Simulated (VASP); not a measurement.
# Ru (P6_3/mmc) in VASP: notebook

Runs on Ru. Level: r2SCAN. Tasks: single point.

All numbers are computed with VASP 6.6.1; they aren't measurements. Logs are shortened: lines on timing, memory, paths and dates and some standing lists are left out, and cuts for length are marked.

## 1. The cell of the first run

The structure is hexagonal, space group P6_3/mmc (No. 194). The conventional cell has a = 2.708 Å, b = 2.708 Å, c = 4.268 Å, α = 90.00°, β = 90.00°, γ = 120.00°. Within 3.5 Å of Ru (site symmetry -6m2) lie 12 Ru at 2.65 to 2.71 Å.

## 2. Single point, r2SCAN

POSCAR reads:

```
Ru
1.0
    2.7078263400      0.0000000000      0.0000000000
   -1.3539131700      2.3450464000      0.0000000000
    0.0000000000      0.0000000000      4.2681017800
Ru
2
Direct
    0.3333333300      0.6666666700      0.2500000000
    0.6666666700      0.3333333300      0.7500000000
```

INCAR.step1 reads:

```
SYSTEM = Ru
PREC = Accurate
ENCUT = 520
ISMEAR = 0
SIGMA = 0.1
LREAL = .False.
LASPH = .True.
NELM = 100
NBANDS = 21
GGA = PE
ALGO = Normal
EDIFF = 1E-4
LWAVE = .True.
LCHARG = .False.
```

INCAR.step2 reads:

```
SYSTEM = Ru
PREC = Accurate
ENCUT = 520
EDIFF = 1E-7
ISMEAR = 0
SIGMA = 0.1
LREAL = .False.
LASPH = .True.
NELM = 100
ALGO = Normal
ISIF = 2
LWAVE = .False.
LCHARG = .False.
METAGGA = R2SCAN
LMIXTAU = .True.
NBANDS = 21
ISTART = 1
```

KPOINTS reads:

```
regular mesh
0
Gamma
  9 9 4
  0 0 0
```

Potentials or basis: VASP PAW PBE potentials, release 64 (Ru_pv).

On the command line:

```console
$ cat potpaw_PBE.64/Ru_pv/POTCAR > POTCAR
$ cp INCAR.step1 INCAR
$ mpirun -np 1 vasp_std > vasp.out
$ cp INCAR.step2 INCAR
$ mpirun -np 1 vasp_std > vasp.out
```

OUTCAR:

```text
SYSTEM = Ru
   PREC = Accurate
   ENCUT = 520
   EDIFF = 1E-7
   ISMEAR = 0
   LREAL = .False.
   LASPH = .True.
   NELM = 100
   ISIF = 2
   METAGGA = R2SCAN
   ISTART = 1

 ion  position               nearest neighbor table
   1  0.333  0.667  0.250-   2 2.65   2 2.65   2 2.65   2 2.65   2 2.65   2 2.65
   2  0.667  0.333  0.750-   1 2.65   1 2.65   1 2.65   1 2.65   1 2.65   1 2.65

  LATTYP: Found a hexagonal cell.
 ALAT       =     2.7078263400
 C/A-ratio  =     1.5762095659

  Lattice vectors:

 A1 = (   2.7078263400,   0.0000000000,   0.0000000000)
 A2 = (  -1.3539131700,   2.3450464000,   0.0000000000)
 A3 = (   0.0000000000,   0.0000000000,   4.2681017800)

Analysis of symmetry for initial positions (statically):
=====================================================================
 Subroutine PRICEL returns:
 Original cell was already a primitive cell.

 Routine SETGRP: Setting up the symmetry group for a
 hexagonal supercell.

 Subroutine GETGRP returns: Found 24 space group operations
 (whereof 12 operations were pure point group operations)
 out of a pool of 24 trial point group operations.

The static configuration has the point symmetry D_3d.
 The point group associated with its full space group is D_6h.

Analysis of symmetry for dynamics (positions and initial velocities):
=====================================================================
 Subroutine PRICEL returns:
 Original cell was already a primitive cell.

 Routine SETGRP: Setting up the symmetry group for a
 hexagonal supercell.

 Subroutine GETGRP returns: Found 24 space group operations
 (whereof 12 operations were pure point group operations)
 out of a pool of 24 trial point group operations.

The dynamic configuration has the point symmetry D_3d.
 The point group associated with its full space group is D_6h.

 Subroutine INISYM returns: Found 24 space group operations
 (whereof 12 operations are pure point group operations),
 and found     1 'primitive' translations

----------------------------------------------------------------------------------------

                                     Primitive cell

  volume of cell :      27.1024

  direct lattice vectors                    reciprocal lattice vectors
     2.707826340  0.000000000  0.000000000     0.369299901  0.213215397  0.000000000
[... 74 lines left out ...]
   NGX,Y,Z   is equivalent  to a cutoff of  12.28, 12.28, 12.46 a.u.
   NGXF,Y,Z  is equivalent  to a cutoff of  24.56, 24.56, 24.93 a.u.
 SYSTEM =  Ru
   PREC   = accura    normal or accurate (medium, high low for compatibility)
   ISTART =      1    job   : 0-new  1-cont  2-samecut
   ICHARG =      0    charge: 1-file 2-atom 10-const
   ISPIN  =      1    spin polarized calculation?
   LNONCOLLINEAR =      F non collinear calculations
   LSORBIT =      F    spin-orbit coupling
   LASPH  =      T    aspherical Exc in radial PAW
   ENCUT  =  520.0 eV  38.22 Ry    6.18 a.u.   5.03  5.03  7.94*2*pi/ulx,y,z
   NELM   =    100;   NELMIN=  2; NELMDL=  0     # of ELM steps
   EDIFF  = 0.1E-06   stopping-criterion for ELM
   LREAL  =      F    real-space projection
   EDIFFG = 0.1E-05   stopping-criterion for IOM
   NSW    =      0    number of steps for IOM
   IBRION =     -1    ionic relax: 0-MD 1-quasi-New 2-CG
   NFREE  =      0    steps in history (QN), initial steepest desc. (CG)
   ISIF   =      2    stress and relaxation
   ISYM   =      2    0-nonsym 1-usesym 2-fastsym
   POTIM  = 0.5000    time-step for ionic-motion
   TEBEG  =    0.0;   TEEND  =   0.0 temperature during run
   PSTRESS=    0.0 pullay stress
   NELECT =      28.0000    total number of electrons
   NUPDOWN=      -1.0000    fix difference up-down
   EMIN   =  10.00;   EMAX   =-10.00  energy-range for DOS
   EFERMI =   0.00;   METHOD = LEGACY
   ISMEAR =     0;   SIGMA  =   0.10  broadening in eV -4-tet -1-fermi 0-gaus
   EFERMI_NEDOS =   21; number of points for ismear=-14 and -15
   IALGO  =     38    algorithm
   IMIX   =      4    mixing-type and parameters
     AMIX     =   0.40;   BMIX     =  1.00
     AMIX_MAG =   1.60;   BMIX_MAG =  1.00
  volume/ion in A,a.u.               =      13.55        91.45
  Fermi-wavevector in a.u.,A,eV,Ry     =   1.654977  3.127452 37.265640  2.738947
  Thomas-Fermi vector in A             =   2.743152
   LORBIT       =      0    0 simple, 1 ext, 2 COOP (PROOUT), +10 PAW based schemes
   METAGGA = R2SCAN    functional components
   LHFCALC =     F    Hartree Fock is set to
   AEXX    =    0.0000 exact exchange contribution
   IVDW    =     0    specifies the selected vdW correction
   LEPSILON=     F    determine dielectric tensor
   LRPA    =     F    only Hartree local field effects (RPA)
 non-spin polarized calculation
 Gauss-broadening in eV      SIGMA  =   0.10
  energy-cutoff  :      520.00
  volume of cell :       27.10
 maximum number of plane-waves:       744
   NGX = 11   NGY = 11   NGZ = 15

 number of electron      28.0000006 magnetization

 Free energy of the ion-electron system (eV)
  ---------------------------------------------------
  ext. energy  EPLUGINS =         0.00000000
  ---------------------------------------------------
  free energy    TOTEN  =       -50.84968820 eV

  energy without entropy =      -50.83903394  energy(sigma->0) =      -50.84436107

 E-fermi :  12.9443     XC(G=0): -15.4225

 val. band max:       12.7954419521   @ k =   0.3333   0.0000   0.2500
 cond. band min:      12.9480841299   @ k =   0.3333   0.0000   0.0000
 fundamental gap:      0.1526421778
 Fermi energy:        12.9443334344

 k-point     1 :       0.0000    0.0000    0.0000
  band No.  band energies     occupation
      1     -32.3489      2.00000
      2     -31.3238      2.00000
      3     -31.3238      2.00000
      4     -31.1360      2.00000
      5     -31.1360      2.00000
      6     -31.0979      2.00000
[... 565 lines left out ...]
     20      21.1576      0.00000
     21      21.5617      0.00000

 [... further k-points ...]
[... 5 lines left out ...]
  --------------------------------------------------------------------------------------
  -------------------------------------------------------------------------------------
  Total        0.1065106      0.1065106     -0.0992019     -0.0000000      0.0000000      0.0000000
  in kB        6.2964595      6.2964595     -5.8643968     -0.0000000      0.0000000      0.0000000
  external PRESSURE =       2.2428407 kB  Pullay stress =       0.0000000 kB

 VOLUME and BASIS-vectors are now :
 -----------------------------------------------------------------------------
  energy-cutoff  :      520.00
  volume of cell :       27.10
      direct lattice vectors                 reciprocal lattice vectors
     2.707826340  0.000000000  0.000000000     0.369299901  0.213215397  0.000000000
    -1.353913170  2.345046400  0.000000000     0.000000000  0.426430795  0.000000000
     0.000000000  0.000000000  4.268101780     0.000000000  0.000000000  0.234296193

 POSITION                                       TOTAL-FORCE (eV/Angst)
 -----------------------------------------------------------------------------------
     -0.00000      1.56336      1.06703        -0.000000      0.000000      0.000000
      1.35391      0.78168      3.20108         0.000000      0.000000      0.000000
 -----------------------------------------------------------------------------------
    total drift:                               -0.000004      0.000003     -0.000000

  FREE ENERGIE OF THE ION-ELECTRON SYSTEM (eV)
  ---------------------------------------------------
  free  energy   TOTEN  =       -50.8496881975 eV

  energy  without entropy=      -50.8390339389  energy(sigma->0) =      -50.84436107
```

Run time: 83 s. Hardware: 1 thread of AMD EPYC 7R43 (Zen 3), shared host; peak memory 0.12 GiB.

Results:

| Item | Value |
| --- | --- |
| Free energy | -50.8497 eV |
| Pressure | 0.2 GPa |
| Band gap on the k mesh | zero (band 14 reaches 14.29 eV, above the bottom of band 15 at 11.12 eV) |

Stress tensor (GPa, compression positive):
```
 0.63  0.00  0.00
 0.00  0.63  0.00
 0.00  0.00 -0.59
```

Levels at points of the mesh, in eV from the Fermi level:
```
           k point  band 10  band 11  band 12  band 13  band 14  band 15  band 16  band 17  band 18  band 19
(0.00, 0.00, 0.00)    -2.89    -2.68    -2.18    -2.18    -1.68    -1.68     1.05     1.05     1.21     8.21
(0.00, 0.00, 0.50)    -3.08    -3.08    -3.08    -3.00    -3.00     0.38     0.38     0.38     0.38     8.21
```

Caveat: the k points lie up to 0.37 Å⁻¹ apart; the PAW data sets were made with another functional, which shifts forces and pressure a little.

## 3. Single point, r2SCAN

This run uses another cell than the first one, of 13.51 Å³/atom, 0.997 times its volume.

POSCAR reads:

```
Ru
1.0
    2.7039339012      0.0000000000      0.0000000000
   -1.3519669506      2.3416754486      0.0000000000
    0.0000000000      0.0000000000      4.2670819301
Ru
2
Direct
    0.3333333333      0.6666666667      0.2500000000
    0.6666666667      0.3333333333      0.7500000000
```

INCAR.step1 reads:

```
PREC = Accurate
ENCUT = 520
ISMEAR = 0
SIGMA = 0.1
LREAL = F
LASPH = T
NELM = 80
NBANDS = 21
GGA = PE
ALGO = Normal
EDIFF = 1E-4
LWAVE = T
LCHARG = F
```

INCAR.step2 reads:

```
PREC = Accurate
ENCUT = 520
EDIFF = 1E-6
ISMEAR = 0
SIGMA = 0.1
LREAL = F
LASPH = T
NELM = 80
ALGO = Normal
ISIF = 2
LWAVE = F
LCHARG = F
METAGGA = R2SCAN
LMIXTAU = T
NBANDS = 21
ISTART = 1
```

KPOINTS reads:

```
Automatic mesh
0
Gamma
  15 15 8
```

Potentials or basis: VASP PAW PBE potentials, release 64 (Ru_pv).

On the command line:

```console
$ cat potpaw_PBE.64/Ru_pv/POTCAR > POTCAR
$ cp INCAR.step1 INCAR
$ mpirun -np 1 vasp_std > vasp.out
$ cp INCAR.step2 INCAR
$ mpirun -np 1 vasp_std > vasp.out
```

Run time: 4 min. Hardware: 1 thread of AMD EPYC 7R43 (Zen 3), shared host; peak memory 0.14 GiB.

The run converged. Its results:

| Quantity | Value |
| --- | --- |
| Free energy | -50.8650 eV |
| Pressure | 1.0 GPa |
| Band gap on the k mesh | zero (band 14 reaches 14.44 eV, above the bottom of band 15 at 11.22 eV) |

Stress tensor (GPa, compression positive):
```
1.00 0.00 0.00
0.00 1.00 0.00
0.00 0.00 1.13
```

Levels at points of the mesh, in eV from the Fermi level:
| k point | band 12 | band 13 | band 14 | band 15 | band 16 | band 17 |
| --- | --- | --- | --- | --- | --- | --- |
| (0.00, 0.00, 0.00) | -2.00 | -2.00 | -1.49 | -1.49 | 1.25 | 1.25 |
| (0.00, 0.00, 0.50) | -2.91 | -2.82 | -2.82 | 0.57 | 0.57 | 0.57 |

Caveat: the PAW data sets were made with another functional, which shifts forces and pressure a little.

[end of part 1 of 2]
